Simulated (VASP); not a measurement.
FeCo, 2 atoms in the cell. Symmetry: Pm-3m, No. 221, cubic system. Conventional cell: a = 2.857 Å, b = 2.857 Å, c = 2.857 Å, α = 90.00°, β = 90.00°, γ = 90.00°. Fe (site symmetry m-3m) has 8 Co at 2.47 Å and 6 Fe at 2.86 Å within 3.3 Å. Co (site symmetry m-3m) has 8 Fe at 2.47 Å and 6 Co at 2.86 Å within 3.3 Å. 

```yaml
Program: VASP 6.6.1
Task: single point
Functional: PBE
Dispersion: D4
Potentials_or_basis: VASP PAW PBE potentials, release 64 (Fe, Co)
Cutoff: 600 eV
k_mesh: 6 × 6 × 6
Occupations: fermi-dirac, width 0.3 eV
Spin: collinear spin, ferrimagnetic start
Starting_moments: "[3.5, -2.5] μB"
Dipole_correction: no
Further_INCAR_settings: ALGO = Normal; EDIFF = 1e-06; NBANDS = 20
```

Potentials or basis: VASP PAW PBE potentials, release 64 (Fe, Co).

Command:

```bash
$ cat potpaw_PBE.64/Fe/POTCAR potpaw_PBE.64/Co/POTCAR > POTCAR
$ mpirun -np 1 vasp_std > vasp.out
```

Hardware: 1 thread of Intel Xeon 8259CL, with other jobs on the host.

Problem. Estimate the wall time of this run.

Solution. It took 5.1 min on 1 thread of Intel Xeon 8259CL, on a shared host, peak memory 0.17 GiB. Counts: scf iterations 93, k points 20.
